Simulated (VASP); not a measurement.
# Ta in VASP: single point with PBEsol

Aim: the single point of Ta with PBEsol.

Everything below comes from runs of VASP 6.6.1. Logs are shortened: lines on timing, memory, paths and dates and some standing lists are left out, and cuts for length are marked.

## 1. The cell of the first run

The cell holds a wire or tube with vacuum around it, 4 atoms: a = 22.709 Å, b = 22.709 Å, c = 2.377 Å, α = 90.00°, β = 90.00°, γ = 90.00°.

## 2. Single point, PBEsol

INCAR reads:

```
SYSTEM = Ta
ALGO = Normal ; EDIFF = 1E-7
ENCUT = 520 ; GGA = PS
ISIF = 2 ; ISMEAR = -1
LASPH = .TRUE. ; LCHARG = .TRUE.
LELF = .TRUE. ; LREAL = .FALSE.
LVHAR = .TRUE. ; LWAVE = .FALSE.
NBANDS = 30 ; NELM = 60
PREC = Accurate ; SIGMA = 0.1
```

KPOINTS reads:

```
k-points
0
G
  2 2 11
  0 0 0
```

POSCAR reads:

```
Ta
1.0
   22.7091110000      0.0000000000      0.0000000000
    0.0000000000     22.7091110000      0.0000000000
    0.0000000000      0.0000000000      2.3772800000
Ta
4
Direct
    0.3186290000      0.8186290000      0.0000000000
    0.6813710000      0.1813710000      0.0000000000
    0.1813710000      0.3186290000      0.0000000000
    0.8186290000      0.6813710000      0.0000000000
```

Potentials or basis: VASP PAW PBE potentials, release 64 (Ta_pv).

On the command line:

```bash
cat potpaw_PBE.64/Ta_pv/POTCAR > POTCAR
mpirun -np 1 vasp_std > vasp.out
```

OUTCAR:

```text
SYSTEM = Ta
   EDIFF = 1E-7
   ENCUT = 520
   GGA = PS
   ISIF = 2
   ISMEAR = -1
   LASPH = .TRUE.
   LREAL = .FALSE.
   NELM = 60
   PREC = Accurate

 ion  position               nearest neighbor table
   1  0.319  0.819  0.000-
   2  0.681  0.181  0.000-
   3  0.181  0.319  0.000-
   4  0.819  0.681  0.000-

  LATTYP: Found a simple tetragonal cell.
 ALAT       =    22.7091110000
 C/A-ratio  =     0.1046839746

  Lattice vectors:

 A1 = (  22.7091110000,   0.0000000000,   0.0000000000)
 A2 = (   0.0000000000,  22.7091110000,   0.0000000000)
 A3 = (   0.0000000000,   0.0000000000,   2.3772800000)

Analysis of symmetry for initial positions (statically):
=====================================================================
 Subroutine PRICEL returns:
 Original cell was already a primitive cell.

 Routine SETGRP: Setting up the symmetry group for a
 simple tetragonal supercell.

 Subroutine GETGRP returns: Found 16 space group operations
 (whereof  8 operations were pure point group operations)
 out of a pool of 16 trial point group operations.

The static configuration has the point symmetry C_4h.
 The point group associated with its full space group is D_4h.

Analysis of symmetry for dynamics (positions and initial velocities):
=====================================================================
 Subroutine PRICEL returns:
 Original cell was already a primitive cell.

 Routine SETGRP: Setting up the symmetry group for a
 simple tetragonal supercell.

 Subroutine GETGRP returns: Found 16 space group operations
 (whereof  8 operations were pure point group operations)
 out of a pool of 16 trial point group operations.

The dynamic configuration has the point symmetry C_4h.
 The point group associated with its full space group is D_4h.

 Subroutine INISYM returns: Found 16 space group operations
 (whereof  8 operations are pure point group operations),
 and found     1 'primitive' translations

----------------------------------------------------------------------------------------

                                     Primitive cell

[... 79 lines left out ...]
   ISTART =      0    job   : 0-new  1-cont  2-samecut
   ICHARG =      2    charge: 1-file 2-atom 10-const
   ISPIN  =      1    spin polarized calculation?
   LNONCOLLINEAR =      F non collinear calculations
   LSORBIT =      F    spin-orbit coupling
   LASPH  =      T    aspherical Exc in radial PAW
   ENCUT  =  520.0 eV  38.22 Ry    6.18 a.u.  42.22 42.22  4.42*2*pi/ulx,y,z
   NELM   =     60;   NELMIN=  2; NELMDL= -5     # of ELM steps
   EDIFF  = 0.1E-06   stopping-criterion for ELM
   LREAL  =      F    real-space projection
   EDIFFG = 0.1E-05   stopping-criterion for IOM
   NSW    =      0    number of steps for IOM
   IBRION =     -1    ionic relax: 0-MD 1-quasi-New 2-CG
   NFREE  =      0    steps in history (QN), initial steepest desc. (CG)
   ISIF   =      2    stress and relaxation
   ISYM   =      2    0-nonsym 1-usesym 2-fastsym
   POTIM  = 0.5000    time-step for ionic-motion
   TEBEG  =    0.0;   TEEND  =   0.0 temperature during run
   PSTRESS=    0.0 pullay stress
   NELECT =      44.0000    total number of electrons
   NUPDOWN=      -1.0000    fix difference up-down
   EMIN   =  10.00;   EMAX   =-10.00  energy-range for DOS
   EFERMI =   0.00;   METHOD = LEGACY
   ISMEAR =    -1;   SIGMA  =   0.10  broadening in eV -4-tet -1-fermi 0-gaus
   EFERMI_NEDOS =   21; number of points for ismear=-14 and -15
   IALGO  =     38    algorithm
   IMIX   =      4    mixing-type and parameters
     AMIX     =   0.40;   BMIX     =  1.00
     AMIX_MAG =   1.60;   BMIX_MAG =  1.00
  volume/ion in A,a.u.               =     306.49      2068.32
  Fermi-wavevector in a.u.,A,eV,Ry     =   0.540006  1.020464  3.967552  0.291607
  Thomas-Fermi vector in A             =   1.566943
   LORBIT       =      0    0 simple, 1 ext, 2 COOP (PROOUT), +10 PAW based schemes
   GGA     = PS    functional components
   LHFCALC =     F    Hartree Fock is set to
   AEXX    =    0.0000 exact exchange contribution
   IVDW    =     0    specifies the selected vdW correction
   LEPSILON=     F    determine dielectric tensor
   LRPA    =     F    only Hartree local field effects (RPA)
 non-spin polarized calculation
  energy-cutoff  :      520.00
  volume of cell :     1225.97
 maximum number of plane-waves:     33232
 NGX is ok and might be reduce to   180
   NGX = 85   NGY = 85   NGZ =  9

 number of electron      43.9999998 magnetization

 Free energy of the ion-electron system (eV)
  ---------------------------------------------------
  ext. energy  EPLUGINS =         0.00000000
  ---------------------------------------------------
  free energy    TOTEN  =       -28.12411513 eV

  energy without entropy =      -27.71684716  energy(sigma->0) =      -27.92048115

 E-fermi :  -3.5853     XC(G=0):  -1.8911

 val. band max:       -3.6038289585   @ k =   0.0000   0.0000   0.1818
 cond. band min:      -3.2153341675   @ k =   0.0000   0.0000   0.1818
 fundamental gap:      0.3884947910
 Fermi energy:        -3.5852950767

 k-point     1 :       0.0000    0.0000    0.0000
  band No.  band energies     occupation
      1     -38.2799      2.00000
      2     -38.2799      2.00000
      3     -38.2799      2.00000
      4     -38.2799      2.00000
      5     -38.2799      2.00000
      6     -38.2799      2.00000
[... 583 lines left out ...]
     29      -1.3789      0.00000
     30      -1.3789      0.00000

------------------------ aborting loop because EDIFF is reached ----------------------------------------

  FORCE on cell =-STRESS in cart. coord.  units (eV):
  Direction    XX          YY          ZZ          XY          YZ          ZX
  --------------------------------------------------------------------------------------
  -------------------------------------------------------------------------------------
  Total       -0.0204547     -0.0204547      1.3221800      0.0000000      0.0000000      0.0000000
  in kB       -0.0267315     -0.0267315      1.7279078      0.0000000      0.0000000      0.0000000
  external PRESSURE =       0.5581483 kB  Pullay stress =       0.0000000 kB

 VOLUME and BASIS-vectors are now :
 -----------------------------------------------------------------------------
  energy-cutoff  :      520.00
  volume of cell :     1225.97
      direct lattice vectors                 reciprocal lattice vectors
    22.709111000  0.000000000  0.000000000     0.044035189  0.000000000  0.000000000
     0.000000000 22.709111000  0.000000000     0.000000000  0.044035189  0.000000000
     0.000000000  0.000000000  2.377280000     0.000000000  0.000000000  0.420648809

 POSITION                                       TOTAL-FORCE (eV/Angst)
 -----------------------------------------------------------------------------------
      7.23578     18.59034      0.00000        -0.000288     -0.000288      0.000000
     15.47333      4.11877      0.00000         0.000288      0.000288     -0.000000
      4.11877      7.23578      0.00000         0.000288     -0.000288      0.000000
     18.59034     15.47333      0.00000        -0.000288      0.000288     -0.000000
 -----------------------------------------------------------------------------------
    total drift:                               -0.000000      0.000000      0.000000

  FREE ENERGIE OF THE ION-ELECTRON SYSTEM (eV)
  ---------------------------------------------------
  free  energy   TOTEN  =       -28.1241151324 eV

  energy  without entropy=      -27.7168471648  energy(sigma->0) =      -27.92048115
```

stdout:

```text
POSCAR found type information on POSCAR Ta
 POSCAR found :  1 types and       4 ions
 scaLAPACK will be used
 -----------------------------------------------------------------------------
|                                                                             |
|                                                                             |
|     You enforced a specific xc type in the INCAR file but a different       |
|     I HOPE YOU KNOW WHAT YOU ARE DOING!                                     |
|                                                                             |
 -----------------------------------------------------------------------------

 LDA part: xc-table for (Slater+PW92), standard interpolation
 POSCAR, INCAR and KPOINTS ok, starting setup
 FFT: planning ... GRIDC
 FFT: planning ... GRID_SOFT
 FFT: planning ... GRID
 WAVECAR not read
 entering main loop
```

It took 56 min on 1 thread of Intel Xeon 8259CL, shared host; peak memory 1.2 GiB.

What came out:

* Free energy: -28.1241 eV
* Band gap on the k mesh: zero (bands 22 and 23 overlap by 2.39 eV)

Levels at points of the mesh, in eV from the Fermi level:
| k point | band 18 | band 19 | band 20 | band 21 | band 22 | band 23 | band 24 | band 25 | band 26 | band 27 |
| --- | --- | --- | --- | --- | --- | --- | --- | --- | --- | --- |
| (0.00, 0.00, 0.00) | -1.68 | -1.68 | -1.68 | -0.22 | -0.22 | -0.22 | -0.22 | -0.22 | -0.22 | -0.22 |
| (0.50, 0.00, 0.00) | -1.68 | -1.68 | -1.68 | -0.22 | -0.22 | -0.22 | -0.22 | -0.22 | -0.22 | -0.22 |
| (0.50, 0.50, 0.00) | -1.68 | -1.68 | -1.68 | -0.22 | -0.22 | -0.22 | -0.22 | -0.22 | -0.22 | -0.22 |

Caveat: the PAW data sets were made with another functional, which shifts forces and pressure a little; spin-orbit coupling is left out, which moves the levels of the heavy elements.

The gap in the log of VASP goes by the Fermi energy; the results here count the filled bands.